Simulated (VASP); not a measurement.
A run of VASP 6.6.1:

Contents of INCAR:

```
SYSTEM = Re
ALGO = Normal
EDIFF = 1E-7
ENCUT = 520
ISIF = 2
ISMEAR = -1
LASPH = .TRUE.
LCHARG = .TRUE.
LELF = .TRUE.
LREAL = .FALSE.
LVHAR = .TRUE.
LWAVE = .FALSE.
NBANDS = 10
NELM = 100
PREC = Accurate
SIGMA = 0.1
```

The input KPOINTS:

```
k-points
0
G
  16 16 16
  0 0 0
```

POSCAR

```
Re
1.0
    0.0000000000      1.9555705218      1.9555705218
    1.9555705218      0.0000000000      1.9555705218
    1.9555705218      1.9555705218      0.0000000000
Re
1
Direct
    0.0000000000      0.0000000000      0.0000000000
```

Potentials or basis: VASP PAW LDA potentials, release 64 (Re).

Launch:

```console
$ cat potpaw_LDA.64/Re/POTCAR > POTCAR
$ mpirun -np 1 vasp_std > vasp.out
```

Hardware: 1 thread of AMD EPYC 7R43 64-Core Processor (Zen 3), on a shared host.

**Question.** How long does it take, and how much memory?

**Answer.** It took 29 s on 1 thread of AMD EPYC 7R43 64-Core Processor (Zen 3), with other jobs on the host, peak memory 0.11 GiB. Counts: scf iterations 11, k points 145.
